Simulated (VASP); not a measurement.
# AlN (P6_3/mmc) in VASP: a series of runs

The runs below take AlN through single point, with PBE.

Everything below comes from runs of VASP 6.6.1. Logs are shortened: lines on timing, memory, paths and dates and some standing lists are left out, and cuts for length are marked.

### Step 1. The cell of the first run

Symmetry: P6_3/mmc, No. 194, hexagonal system. Conventional cell: a = 3.189 Å, b = 3.189 Å, c = 4.564 Å, α = 90.00°, β = 90.00°, γ = 120.00°. Al (site symmetry -6m2) has 5 N at 1.84 to 2.28 Å within 2.4 Å. N (site symmetry -6m2) has 5 Al at 1.84 to 2.28 Å within 2.4 Å.

### Step 2. Single point, PBE

Contents of INCAR:

```
PREC = Accurate
ENCUT = 520
EDIFF = 1E-6
ISMEAR = 0
SIGMA = 0.05
LREAL = F
LASPH = T
NELM = 60
ALGO = Normal
ISIF = 2
LWAVE = F
LCHARG = F
GGA = PE
NBANDS = 16
```

Contents of KPOINTS:

```
Automatic mesh
0
Gamma
  9 9 6
```

Contents of POSCAR:

```
AlN
1.0
    3.1892000000      0.0000000000      0.0000000000
   -1.5946000000      2.7619282177      0.0000000000
    0.0000000000      0.0000000000      4.5645000000
Al N
2 2
Direct
    0.3333333333      0.6666666667      0.7500000000
    0.6666666667      0.3333333333      0.2500000000
    0.3333333333      0.6666666667      0.2500000000
    0.6666666667      0.3333333333      0.7500000000
```

Potentials or basis: VASP PAW PBE potentials, release 64 (Al, N).

Run with:

```
cat potpaw_PBE.64/Al/POTCAR potpaw_PBE.64/N/POTCAR > POTCAR
mpirun -np 1 vasp_std > vasp.out
```

OUTCAR:

```text
PREC = Accurate
   ENCUT = 520
   EDIFF = 1E-6
   ISMEAR = 0
   LREAL = F
   LASPH = T
   NELM = 60
   ISIF = 2
   GGA = PE

 ion  position               nearest neighbor table
   1  0.333  0.667  0.750-   4 1.84   4 1.84   4 1.84   3 2.28   3 2.28   2 2.93   2 2.93   2 2.93
                             2 2.93   2 2.93   2 2.93
   2  0.667  0.333  0.250-   3 1.84   3 1.84   3 1.84   4 2.28   4 2.28   1 2.93   1 2.93   1 2.93
                             1 2.93   1 2.93   1 2.93
   3  0.333  0.667  0.250-   2 1.84   2 1.84   2 1.84   1 2.28   1 2.28
   4  0.667  0.333  0.750-   1 1.84   1 1.84   1 1.84   2 2.28   2 2.28

  LATTYP: Found a hexagonal cell.
 ALAT       =     3.1892000000
 C/A-ratio  =     1.4312366738

  Lattice vectors:

 A1 = (   3.1892000000,   0.0000000000,   0.0000000000)
 A2 = (  -1.5946000000,   2.7619282177,   0.0000000000)
 A3 = (   0.0000000000,   0.0000000000,   4.5645000000)

Analysis of symmetry for initial positions (statically):
=====================================================================
 Subroutine PRICEL returns:
 Original cell was already a primitive cell.

 Routine SETGRP: Setting up the symmetry group for a
 hexagonal supercell.

 Subroutine GETGRP returns: Found 24 space group operations
 (whereof 12 operations were pure point group operations)
 out of a pool of 24 trial point group operations.

The static configuration has the point symmetry D_3d.
 The point group associated with its full space group is D_6h.

Analysis of symmetry for dynamics (positions and initial velocities):
=====================================================================
 Subroutine PRICEL returns:
 Original cell was already a primitive cell.

 Routine SETGRP: Setting up the symmetry group for a
 hexagonal supercell.

 Subroutine GETGRP returns: Found 24 space group operations
 (whereof 12 operations were pure point group operations)
 out of a pool of 24 trial point group operations.

The dynamic configuration has the point symmetry D_3d.
 The point group associated with its full space group is D_6h.

 Subroutine INISYM returns: Found 24 space group operations
 (whereof 12 operations are pure point group operations),
 and found     1 'primitive' translations

----------------------------------------------------------------------------------------

                                     Primitive cell

[... 90 lines left out ...]
   LSORBIT =      F    spin-orbit coupling
   LASPH  =      T    aspherical Exc in radial PAW
   ENCUT  =  520.0 eV  38.22 Ry    6.18 a.u.   5.93  5.93  8.49*2*pi/ulx,y,z
   NELM   =     60;   NELMIN=  2; NELMDL= -5     # of ELM steps
   EDIFF  = 0.1E-05   stopping-criterion for ELM
   LREAL  =      F    real-space projection
   EDIFFG = 0.1E-04   stopping-criterion for IOM
   NSW    =      0    number of steps for IOM
   IBRION =     -1    ionic relax: 0-MD 1-quasi-New 2-CG
   NFREE  =      0    steps in history (QN), initial steepest desc. (CG)
   ISIF   =      2    stress and relaxation
   ISYM   =      2    0-nonsym 1-usesym 2-fastsym
   POTIM  = 0.5000    time-step for ionic-motion
   TEBEG  =    0.0;   TEEND  =   0.0 temperature during run
   PSTRESS=    0.0 pullay stress
   NELECT =      16.0000    total number of electrons
   NUPDOWN=      -1.0000    fix difference up-down
   EMIN   =  10.00;   EMAX   =-10.00  energy-range for DOS
   EFERMI =   0.00;   METHOD = LEGACY
   ISMEAR =     0;   SIGMA  =   0.05  broadening in eV -4-tet -1-fermi 0-gaus
   EFERMI_NEDOS =   21; number of points for ismear=-14 and -15
   IALGO  =     38    algorithm
   IMIX   =      4    mixing-type and parameters
     AMIX     =   0.40;   BMIX     =  1.00
     AMIX_MAG =   1.60;   BMIX_MAG =  1.00
  volume/ion in A,a.u.               =      10.05        67.83
  Fermi-wavevector in a.u.,A,eV,Ry     =   1.204164  2.275540 19.728603  1.450011
  Thomas-Fermi vector in A             =   2.339897
   LORBIT       =      0    0 simple, 1 ext, 2 COOP (PROOUT), +10 PAW based schemes
   GGA     = PE    functional components
   LHFCALC =     F    Hartree Fock is set to
   AEXX    =    0.0000 exact exchange contribution
   IVDW    =     0    specifies the selected vdW correction
   LEPSILON=     F    determine dielectric tensor
   LRPA    =     F    only Hartree local field effects (RPA)
 non-spin polarized calculation
 Gauss-broadening in eV      SIGMA  =   0.05
  energy-cutoff  :      520.00
  volume of cell :       40.21
 maximum number of plane-waves:      1098
 NGX is ok and might be reduce to    24
   NGX = 11   NGY = 11   NGZ = 17

 number of electron      16.0000004 magnetization

 Free energy of the ion-electron system (eV)
  ---------------------------------------------------
  ext. energy  EPLUGINS =         0.00000000
  ---------------------------------------------------
  free energy    TOTEN  =       -29.11624812 eV

  energy without entropy =      -29.11624812  energy(sigma->0) =      -29.11624812

 E-fermi :   8.3469     XC(G=0): -11.1095

 val. band max:        8.0842419067   @ k =   0.0000   0.0000   0.0000
 cond. band min:      11.0369557908   @ k =   0.0000   0.0000   0.0000
 fundamental gap:      2.9527138841
 Fermi energy:         8.3468786625

 k-point     1 :       0.0000    0.0000    0.0000
  band No.  band energies     occupation
      1      -8.8512      2.00000
      2      -5.9928      2.00000
      3       0.8650      2.00000
      4       4.9218      2.00000
      5       4.9218      2.00000
      6       5.9915      2.00000
[... 433 lines left out ...]
      3       1.4407      2.00000
      4       2.2717      2.00000
      5       2.2717      2.00000
      6       4.0499      2.00000
[... 8 lines left out ...]
     15      18.7210      0.00000
     16      21.1652      0.00000

 [... further k-points ...]
[... 5 lines left out ...]
  --------------------------------------------------------------------------------------
  -------------------------------------------------------------------------------------
  Total        3.2102147      3.2102147     -1.7597724      0.0000000      0.0000000      0.0000000
  in kB      127.9255534    127.9255534    -70.1261081      0.0000000      0.0000000      0.0000000
  external PRESSURE =      61.9083329 kB  Pullay stress =       0.0000000 kB

 VOLUME and BASIS-vectors are now :
 -----------------------------------------------------------------------------
  energy-cutoff  :      520.00
  volume of cell :       40.21
      direct lattice vectors                 reciprocal lattice vectors
     3.189200000  0.000000000  0.000000000     0.313558259  0.181032945  0.000000000
    -1.594600000  2.761928218  0.000000000     0.000000000  0.362065891  0.000000000
     0.000000000  0.000000000  4.564500000     0.000000000  0.000000000  0.219082046

 POSITION                                       TOTAL-FORCE (eV/Angst)
 -----------------------------------------------------------------------------------
     -0.00000      1.84129      3.42338        -0.000000     -0.000000      0.000000
      1.59460      0.92064      1.14112         0.000000      0.000000      0.000000
     -0.00000      1.84129      1.14112        -0.000000     -0.000000     -0.000000
      1.59460      0.92064      3.42338        -0.000000     -0.000000     -0.000000
 -----------------------------------------------------------------------------------
    total drift:                               -0.000000      0.000000     -0.000000

  FREE ENERGIE OF THE ION-ELECTRON SYSTEM (eV)
  ---------------------------------------------------
  free  energy   TOTEN  =       -29.1162481205 eV

  energy  without entropy=      -29.1162481205  energy(sigma->0) =      -29.11624812
```

Wall time 20 s (1 thread of Intel Xeon Platinum 8259CL at 2.50GHz (Skylake/Cascade Lake), shared host); peak memory 0.16 GiB.

Results:

- Free energy: -29.1162 eV
- Pressure: 6.2 GPa
- Band gap on the k mesh: 2.95 eV, direct

Levels at points of the mesh, in eV from the valence-band top:
```csv
k point,band 5,band 6,band 7,band 8,band 9,band 10,band 11,band 12
"(0.00, 0.00, 0.00)",-3.16,-2.09,-2.09,0.00,2.95,4.82,8.80,8.80
"(0.00, 0.00, 0.50)",-2.65,-2.65,-2.65,-2.65,5.50,5.50,9.11,9.11
```

As with any semilocal functional, this PBE gap is likely too small.

### Step 3. Single point, PBE

This run uses another cell than the first one, of 10.00 Å³/atom, 0.995 times its volume.

Contents of INCAR:

```
SYSTEM = AlN
PREC     = Accurate       ! precision mode
ENCUT    = 520            ! plane-wave cutoff, eV
EDIFF    = 1E-7           ! SCF threshold, eV
ISMEAR   = 0              ! smearing method
SIGMA    = 0.05           ! smearing width, eV
LREAL    = .FALSE.        ! projectors in reciprocal space
LASPH    = .TRUE.         ! aspherical terms in the spheres
NELM     = 80             ! most SCF steps
ALGO     = Normal         ! electronic algorithm
ISIF     = 2              ! what is computed and relaxed
LWAVE    = .FALSE.        ! write WAVECAR
LCHARG   = .FALSE.        ! write CHGCAR
GGA      = PE             ! functional
NBANDS   = 16             ! bands
```

Contents of KPOINTS:

```
regular mesh
0
G
  9 9 6
  0 0 0
```

Contents of POSCAR:

```
AlN
1.0
    3.2721000000      0.0000000000      0.0000000000
   -1.6360500000      2.8337217237      0.0000000000
    0.0000000000      0.0000000000      4.3132000000
Al N
2 2
Direct
    0.3333333333      0.6666666667      0.7500000000
    0.6666666667      0.3333333333      0.2500000000
    0.3333333333      0.6666666667      0.2500000000
    0.6666666667      0.3333333333      0.7500000000
```

Potentials or basis: VASP PAW PBE potentials, release 64 (Al, N).

Run with:

```
cat potpaw_PBE.64/Al/POTCAR potpaw_PBE.64/N/POTCAR > POTCAR
mpirun -np 1 vasp_std > vasp.out
```

OUTCAR:

```text
SYSTEM = AlN
   PREC = Accurate
   ENCUT = 520
   EDIFF = 1E-7
   ISMEAR = 0
   LREAL = .FALSE.
   LASPH = .TRUE.
   NELM = 80
   ISIF = 2
   GGA = PE

 ion  position               nearest neighbor table
   1  0.333  0.667  0.750-   4 1.89   4 1.89   4 1.89   3 2.16   3 2.16   2 2.87   2 2.87   2 2.87
                             2 2.87   2 2.87   2 2.87
   2  0.667  0.333  0.250-   3 1.89   3 1.89   3 1.89   4 2.16   4 2.16   1 2.87   1 2.87   1 2.87
                             1 2.87   1 2.87   1 2.87
   3  0.333  0.667  0.250-   2 1.89   2 1.89   2 1.89   1 2.16   1 2.16
   4  0.667  0.333  0.750-   1 1.89   1 1.89   1 1.89   2 2.16   2 2.16

[... 660 lines left out ...]
  -------------------------------------------------------------------------------------
  Total        0.7346940      0.7346940     -0.9766171      0.0000000     -0.0000000      0.0000000
  in kB       29.4329430     29.4329430    -39.1247489      0.0000000     -0.0000000      0.0000000
  external PRESSURE =       6.5803791 kB  Pullay stress =       0.0000000 kB

 VOLUME and BASIS-vectors are now :
 -----------------------------------------------------------------------------
  energy-cutoff  :      520.00
  volume of cell :       39.99
      direct lattice vectors                 reciprocal lattice vectors
     3.272100000  0.000000000  0.000000000     0.305614132  0.176446401  0.000000000
    -1.636050000  2.833721724  0.000000000     0.000000000  0.352892802  0.000000000
     0.000000000  0.000000000  4.313200000     0.000000000  0.000000000  0.231846425

 POSITION                                       TOTAL-FORCE (eV/Angst)
 -----------------------------------------------------------------------------------
     -0.00000      1.88915      3.23490         0.000000     -0.000000      0.000000
      1.63605      0.94457      1.07830        -0.000000     -0.000000      0.000000
     -0.00000      1.88915      1.07830        -0.000000      0.000000      0.000000
      1.63605      0.94457      3.23490        -0.000000      0.000000      0.000000
 -----------------------------------------------------------------------------------
    total drift:                               -0.000000      0.000000      0.000000

  FREE ENERGIE OF THE ION-ELECTRON SYSTEM (eV)
  ---------------------------------------------------
  free  energy   TOTEN  =       -29.2952116062 eV

  energy  without entropy=      -29.2952116062  energy(sigma->0) =      -29.29521161
```

stdout:

```text
POSCAR found type information on POSCAR AlN
 POSCAR found :  2 types and       4 ions
 scaLAPACK will be used
 LDA part: xc-table for (Slater+PW92), standard interpolation
 POSCAR, INCAR and KPOINTS ok, starting setup
 FFT: planning ... GRIDC
 FFT: planning ... GRID_SOFT
 FFT: planning ... GRID
 WAVECAR not read
 entering main loop
```

Run time: 20 s. Hardware: 1 thread of Intel Xeon Platinum 8259CL at 2.50GHz (Skylake/Cascade Lake), shared host; peak memory 0.16 GiB.

What came out:

```
Free energy            : -29.2952 eV
Pressure               : 0.7 GPa
Band gap on the k mesh : 3.12 eV, direct
```

### Step 4. Single point, PBE

This run uses another cell than the first one, of 9.90 Å³/atom, 0.985 times its volume.

Contents of INCAR:

```
  ALGO = Normal
  EDIFF = 1E-7
  ENCUT = 520
  GGA = PE
  ISIF = 2
  ISMEAR = 0
  LASPH = T
  LCHARG = F
  LREAL = F
  LWAVE = F
  NBANDS = 16
  NELM = 60
  PREC = Accurate
  SIGMA = 0.05
```

Contents of KPOINTS:

```
k-points
0
Gamma
  9 9 6
```

Contents of POSCAR:

```
AlN
1.0
    3.3549000000      0.0000000000      0.0000000000
   -1.6774500000      2.9054286271      0.0000000000
    0.0000000000      0.0000000000      4.0620000000
Al N
2 2
Direct
    0.3333333333      0.6666666667      0.7500000000
    0.6666666667      0.3333333333      0.2500000000
    0.3333333333      0.6666666667      0.2500000000
    0.6666666667      0.3333333333      0.7500000000
```

Run with:

```
cat potpaw_PBE.64/Al/POTCAR potpaw_PBE.64/N/POTCAR > POTCAR
mpirun -np 1 vasp_std > vasp.out
```

It took 29 s on 1 thread of Intel Xeon Platinum 8259CL at 2.50GHz (Skylake/Cascade Lake), shared host; peak memory 0.16 GiB.

Results (log left out):

```
Free energy            : -29.2898 eV
Pressure               : 0.5 GPa
Band gap on the k mesh : 3.43 eV, direct
```

Stress tensor (GPa, compression positive):
```
-2.31  0.00  0.00
 0.00 -2.31  0.00
 0.00  0.00  5.99
```

Levels at points of the mesh, in eV from the valence-band top:
```csv
k point,band 5,band 6,band 7,band 8,band 9,band 10,band 11,band 12
"(0.00, 0.00, 0.00)",-3.23,-1.35,-1.35,0.00,3.43,4.47,8.23,8.23
"(0.00, 0.00, 0.50)",-2.33,-2.33,-2.33,-2.33,5.84,5.84,8.34,8.34
```

As with any semilocal functional, this PBE gap is likely too small.

### Step 5. Single point, PBE

This run uses another cell than the first one, of 9.95 Å³/atom, 0.990 times its volume.

Contents of INCAR:

```
SYSTEM = AlN
PREC = Accurate ; ENCUT = 520
EDIFF = 1E-6 ; ISMEAR = 0
SIGMA = 0.05 ; LREAL = .False.
LASPH = .True. ; NELM = 60
ALGO = Normal ; ISIF = 2
LWAVE = .False. ; LCHARG = .False.
GGA = PE ; NBANDS = 16
```

Contents of KPOINTS:

```
Automatic mesh
0
Gamma
  9 9 6
  0 0 0
```

Contents of POSCAR:

```
AlN
1.0
    3.3134793403      0.0000000000      0.0000000000
   -1.6567396702      2.8695572837      0.0000000000
    0.0000000000      0.0000000000      4.1875902404
Al N
2 2
Direct
    0.3333333333      0.6666666667      0.7500000000
    0.6666666667      0.3333333333      0.2500000000
    0.3333333333      0.6666666667      0.2500000000
    0.6666666667      0.3333333333      0.7500000000
```

Run with:

```
cat potpaw_PBE.64/Al/POTCAR potpaw_PBE.64/N/POTCAR > POTCAR
mpirun -np 1 vasp_std > vasp.out
```

Wall time 31 s (1 thread of Intel Xeon Platinum 8259CL at 2.50GHz (Skylake/Cascade Lake), shared host); peak memory 0.17 GiB.

Results (log left out):

| Quantity | Value |
| --- | --- |
| Free energy | -29.3189 eV |
| Pressure | -0.2 GPa |
| Band gap on the k mesh | 3.26 eV, direct |

Stress tensor (GPa, compression positive):
```
-0.21  0.00  0.00
 0.00 -0.21  0.00
 0.00  0.00 -0.09
```

Levels at points of the mesh, in eV from the valence-band top:
```
           k point  band 6  band 7  band 8  band 9  band 10  band 11
(0.00, 0.00, 0.00)   -1.60   -1.60    0.00    3.26     4.40     8.24
(0.00, 0.00, 0.50)   -2.47   -2.47   -2.47    5.65     5.65     8.42
```

### Step 6. Overview

| cell | gap on the mesh (eV) | pressure (GPa) |
| --- | --- | --- |
| a = 3.189, b = 3.189, c = 4.564 Å, angles 90.0, 90.0, 120.0°, 4 atoms | 2.95 | 6.2 |
| a = 3.272, b = 3.272, c = 4.313 Å, angles 90.0, 90.0, 120.0°, 4 atoms | 3.12 | 0.7 |
| a = 3.355, b = 3.355, c = 4.062 Å, angles 90.0, 90.0, 120.0°, 4 atoms | 3.43 | 0.5 |
| a = 3.313, b = 3.313, c = 4.188 Å, angles 90.0, 90.0, 120.0°, 4 atoms | 3.26 | -0.2 |

Alike in all rows: task single point; level PBE; potentials or basis VASP PAW PBE potentials, release 64 (Al, N); no spin polarisation; k mesh 9 × 9 × 6; cutoff (eV) 520; smearing gaussian 0.05 eV.

Total energies depend on the potentials used, so only differences within one code and one set of settings carry meaning.
